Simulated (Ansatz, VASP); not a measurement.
Two plane-wave programs on PbS

Contents of INCAR:

```
SYSTEM = PbS
PREC     = Accurate       ! precision mode
ENCUT    = 520            ! plane-wave cutoff, eV
EDIFF    = 1E-6           ! SCF threshold, eV
ISMEAR   = 0              ! smearing method
SIGMA    = 0.02           ! smearing width, eV
LREAL    = .FALSE.        ! projectors in reciprocal space
LASPH    = .TRUE.         ! aspherical terms in the spheres
NELM     = 150            ! most SCF steps
ALGO     = Normal         ! electronic algorithm
ISIF     = 2              ! what is computed and relaxed
LWAVE    = .FALSE.        ! write WAVECAR
LCHARG   = .FALSE.        ! write CHGCAR
MAGMOM   = 0 0 0 0 0 0    ! initial moments
LORBIT   = 11             ! projections on sites
LSORBIT  = .TRUE.         ! spin-orbit coupling
GGA_COMPAT= .FALSE.      
LORBMOM  = .TRUE.       
GGA      = PE             ! functional
NBANDS   = 32             ! bands
```

KPOINTS

```
regular mesh
0
G
  12 12 12
  0 0 0
```

POSCAR

```
PbS
1.0
   -2.1240616417      2.1240616417      3.0043599809
    2.1240616417     -2.1240616417      3.0043599809
    2.1240616417      2.1240616417     -3.0043599809
Pb S
1 1
Direct
    0.5000000000      0.5000000000      0.0000000000
    0.0000000000      0.0000000000      0.0000000000
```

Input for Ansatz:

```yaml
crystal:
  lattice:
    - [-2.1240616417, 2.1240616417, 3.0043599809]
    - [2.1240616417, -2.1240616417, 3.0043599809]
    - [2.1240616417, 2.1240616417, -3.0043599809]
  atoms:
    - { symbol: Pb, position: [0.5, 0.5, 0.0] }
    - { symbol: S, position: [0.0, 0.0, 0.0] }
basis:
  ecutwfc: 420
kpoints:
  mp_grid: { grid: [12, 12, 12] }
  band_path:
    path:
      - [[0.0, 0.0, 0.0], [0.0, 0.0, 0.49997319], [2.011e-05, 0.2500067, 0.37495979]]
      - [[-0.37497989, 0.37497989, 0.37497989], [0.0, 0.0, 0.0], [4.021e-05, 0.5000134, -4.021e-05], [-0.2499866, 0.2499866, 0.49997319], [0.0, 0.0, 0.49997319]]
    npoints: 10
hamiltonian:
  xc: pbe
scf:
  occupations: { method: gaussian, width: 0.02 }
output:
  forces: true
  stress: true
  eigenvalues: true
  populations: true
  dos: { projected: true, de: 0.02 }
  bader: false
  write_density: true
  write_potential: true
  elf: true
  volumetric_format: npy
magnetization:
  noncollinear: true
  spin_orbit: true
```

Alike in both runs: task single point; functional PBE; k mesh 12 × 12 × 12; occupations gaussian, width 0.02 eV; non-collinear spin, spin-orbit coupling.

|  | VASP | Ansatz |
| --- | --- | --- |
| version | VASP 6.6.1 | Ansatz 0.2.0 |
| potentials or method | VASP PAW PBE potentials, release 64 (Pb_d, S), cutoff 520 eV | plane waves, PAW |
| valence electrons in the cell | 20 | 20 |

Ansatz gave:

| Item | Value |
| --- | --- |
| pressure (GPa) | -0.3 |

Task: What did VASP give for the same quantities?

Result: Pressure (GPa): -0.2.
